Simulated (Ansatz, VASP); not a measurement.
## One calculation of MgS, two programs

INCAR

```
ALGO = Normal
EDIFF = 1E-6
ENCUT = 600
GGA = PS
GGA_COMPAT = F
ISIF = 2
ISMEAR = 0
LASPH = T
LCHARG = T
LELF = T
LREAL = F
LVHAR = T
LWAVE = F
NBANDS = 11
NELM = 120
PREC = Accurate
SIGMA = 0.02
```

Contents of KPOINTS:

```
k-points
0
Gamma
  8 8 8
```

POSCAR

```
MgS
1.0
    0.0000000000      2.5909111768      2.5909111768
    2.5909111768      0.0000000000      2.5909111768
    2.5909111768      2.5909111768      0.0000000000
Mg S
1 1
Direct
    0.0000000000      0.0000000000      0.0000000000
    0.5000000000      0.5000000000      0.5000000000
```

Input for Ansatz:

```yaml
crystal:
  lattice:
    - [0.0, 2.5909111762, 2.5909111762]
    - [2.5909111762, 0.0, 2.5909111762]
    - [2.5909111762, 2.5909111762, 0.0]
  atoms:
    - { symbol: Mg, position: [0.0, 0.0, 0.0] }
    - { symbol: S, position: [0.5, 0.5, 0.5] }
basis:
  ecutwfc: 420
kpoints:
  mp_grid: { grid: [8, 8, 8] }
  band_path:
    path:
      - [[0.0, 0.0, 0.0], [0.5, 0.0, 0.5], [0.625, 0.25, 0.625]]
      - [[0.375, 0.375, 0.75], [0.0, 0.0, 0.0], [0.5, 0.5, 0.5], [0.5, 0.25, 0.75], [0.5, 0.0, 0.5]]
    npoints: 10
hamiltonian:
  xc: pbesol
  pseudopotentials: { kind: paw, azcp: { folder: soft_1 } }
scf:
  occupations: { method: gaussian, width: 0.02 }
  n_extra_bands: 7
output:
  forces: true
  stress: true
  eigenvalues: true
  write_density: true
  write_potential: true
  elf: true
  volumetric_format: npy
```

Alike in both runs: task single point; functional PBEsol; k mesh 8 × 8 × 8; occupations gaussian, width 0.02 eV; no spin polarisation.

|  | VASP | Ansatz |
| --- | --- | --- |
| version | VASP 6.6.1 | Ansatz 0.2.0 |
| potentials or method | VASP PAW PBE potentials, release 64 (Mg, S), cutoff 600 eV | scalar-relativistic, plane waves, PAW |
| valence electrons in the cell | 8 | 16 |

```tsv
	VASP	Ansatz	Ansatz less VASP
gap on the k mesh at the Fermi level (eV)	2.73	2.73	-0.001
least direct gap on the mesh (eV)	3.69	3.69	+0.001
pressure (GPa)	-0.2	0.0	+0.18
```

VASP's potentials were made for PBE, not for PBEsol, and Ansatz warns of the same on its side. VASP's potentials hold 8 valence electrons a cell and Ansatz's 16, so a difference there can come from the potentials and not from the codes.
